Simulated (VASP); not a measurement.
Write the native input for VASP 6.6.1 that does the following.

```
Task                   : single point
Functional             : PBEsol
Potentials or basis    : VASP PAW PBE potentials, release 64 (Cs_sv, Pb_d, Br)
Cutoff                 : 520 eV
k mesh                 : 6 × 6 × 6
Occupations            : gaussian, width 0.05 eV
Spin                   : no spin polarisation
Dipole correction      : no
Further INCAR settings : ALGO = Normal; EDIFF = 1e-07; NBANDS = 30
```

The structure of CsPbBr3 lies in POSCAR:

```
CsPbBr3
1.0
    5.9580500000      0.0000000000      0.0000000000
    0.0000000000      5.9580500000      0.0000000000
    0.0000000000      0.0000000000      5.7819500000
Cs Pb Br
1 1 3
Direct
    0.0000000000      0.0000000000      0.0000000000
    0.5000000000      0.5000000000      0.5000000000
    0.0000000000      0.5000000000      0.5000000000
    0.5000000000      0.0000000000      0.5000000000
    0.5000000000      0.5000000000      0.0000000000
```

This cell differs from its parent crystal: strain +0.015 along x and y, -0.015 along z.

One way to write it, as run:

INCAR

```
  PREC = Accurate
  ENCUT = 520
  EDIFF = 1E-7
  ISMEAR = 0
  SIGMA = 0.05
  LREAL = F
  LASPH = T
  NELM = 80
  ALGO = Normal
  ISIF = 2
  LWAVE = F
  LCHARG = F
  GGA = PS
  NBANDS = 30
```

KPOINTS

```
regular mesh
0
Gamma
  6 6 6
```

Potentials or basis: VASP PAW PBE potentials, release 64 (Cs_sv, Pb_d, Br).

Run with:

```console
$ cat potpaw_PBE.64/Cs_sv/POTCAR potpaw_PBE.64/Pb_d/POTCAR potpaw_PBE.64/Br/POTCAR > POTCAR
$ mpirun -np 1 vasp_std > vasp.out
```

It gave:

```json
{"Pressure": "-0.2 GPa", "Band gap on the k mesh": "1.41 eV"}
```

Caveat: the cell differs from its parent crystal (strain +0.015 along x and y, -0.015 along z); the PAW data sets were made with another functional, which shifts forces and pressure a little; spin-orbit coupling is left out, which moves the levels of the heavy elements.

Run time: 2.4 min on 1 thread of Intel(R) Xeon(R) 6975P-C (Granite Rapids) (shared host), peak memory 0.47 GiB.
